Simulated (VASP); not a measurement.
Input of a VASP 6.6.1 run:

Contents of INCAR:

```
ALGO = Normal
EDIFF = 1E-6
ENCUT = 520
GGA = PE
ISIF = 2
ISMEAR = -1
LASPH = T
LCHARG = F
LREAL = Auto
LWAVE = F
NBANDS = 186
NELECT = 322.0
NELM = 60
PREC = Accurate
SIGMA = 0.01
```

Contents of KPOINTS:

```
Automatic mesh
0
Gamma
  1 1 1
  0.25 0.25 0.25
```

File POSCAR:

```
La16HO24
1.0
    7.8811453700     -0.0000000600      0.0000000000
   -3.9405726400      6.8252721300      0.0000000000
    0.0000000000      0.0000000000     12.3757188400
La O H
16 24 1
Direct
    0.3378405822      0.1739152663      0.3718994476
    0.1739059951      0.3375688129      0.1281016497
    0.3332093505      0.1620077557      0.8753030947
    0.1622554205      0.3326660046      0.6248252809
    0.3401057368      0.6592330584      0.3717320230
    0.1665986171      0.8325619699      0.1187703938
    0.3333420753      0.6659423879      0.8755103554
    0.1651125669      0.8341156076      0.6186329133
    0.8329001563      0.1663801865      0.3812753070
    0.6592987970      0.3396878535      0.1282650342
    0.8345734604      0.1648810522      0.8814826145
    0.6662134035      0.3329796961      0.6245826283
    0.8254824212      0.6613302684      0.3718930641
    0.6615262120      0.8249631564      0.1281245171
    0.8373347562      0.6662815729      0.8753138416
    0.6663426316      0.8369075886      0.6247983733
    0.3249278014      0.1508821919      0.1755509339
    0.1511550474      0.3248172332      0.3243948939
    0.0031814552     -0.0040591788     -0.0068575411
    0.3339595002      0.1657412332      0.6762771608
    0.1661150511      0.3336032566      0.8238731125
   -0.0034913253      0.0032359149      0.5069134231
    0.3270289113      0.6720757696      0.1754117097
    0.1659410771      0.8332823808      0.3311950645
    0.0037938035      0.5056999830     -0.0063425811
    0.3342001776      0.6650262339      0.6765777494
    0.1659952944      0.8332119074      0.8185443715
   -0.0040835112      0.4931705192      0.5064007256
    0.8333511966      0.1655566296      0.1687996493
    0.6724660045      0.3268599402      0.3246491822
    0.4933694262     -0.0042483244     -0.0063515502
    0.8334707685      0.1656681270      0.6815431983
    0.6654617667      0.3339859564      0.8235588681
    0.5059115611      0.0030212759      0.5064887205
    0.8482559417      0.6740475637      0.1755110170
    0.6744679445      0.8480287570      0.3245295931
    0.5007289434      0.4987949147      0.0027995950
    0.8334562488      0.6653570676      0.6761763182
    0.6656950962      0.8332095676      0.8238735973
    0.4987521900      0.5000335466      0.4972195215
   -0.5003549442     -0.5005876638      0.2500535961
```

Potentials or basis: VASP PAW PBE potentials, release 64 (La, O, H).

Launch:

```console
$ cat potpaw_PBE.64/La/POTCAR potpaw_PBE.64/O/POTCAR potpaw_PBE.64/H/POTCAR > POTCAR
$ mpirun -np 1 vasp_std > vasp.out
```

Task: Predict the largest force.

Result: 0.149 eV/Å.

Forces on the atoms (eV/Å):
```
La  -0.108  0.066 -0.016
La   0.114 -0.063  0.018
La  -0.129  0.067 -0.009
La   0.123 -0.075  0.004
La  -0.093  0.048 -0.013
La   0.032 -0.016  0.020
La  -0.123  0.071 -0.027
La   0.119 -0.068  0.017
La  -0.030  0.017 -0.018
La   0.093 -0.054  0.021
La  -0.122  0.066 -0.022
La   0.125 -0.069  0.026
La  -0.115  0.060 -0.015
La   0.110 -0.062  0.019
La  -0.125  0.072 -0.013
La   0.131 -0.065  0.008
O   -0.010  0.066 -0.005
O    0.056  0.022  0.007
O   -0.022  0.012 -0.003
O   -0.126  0.073 -0.005
O    0.127 -0.073  0.005
O    0.021 -0.013  0.004
O   -0.127  0.078  0.006
O    0.125 -0.073  0.008
O   -0.011  0.007  0.000
O   -0.124  0.068 -0.011
O    0.125 -0.068 -0.001
O    0.008 -0.008  0.000
O   -0.122  0.072 -0.008
O    0.126 -0.077 -0.009
O   -0.009  0.003 -0.001
O   -0.120  0.072  0.003
O    0.124 -0.073  0.013
O    0.010 -0.002 -0.005
O   -0.061 -0.019 -0.002
O    0.012 -0.064  0.002
O   -0.010  0.004  0.000
O   -0.127  0.072 -0.005
O    0.124 -0.071  0.005
O    0.007 -0.003  0.003
H    0.003  0.002 -0.001
```

Caveat: the cell carries a net charge on a neutralising background, which shifts energy and pressure.
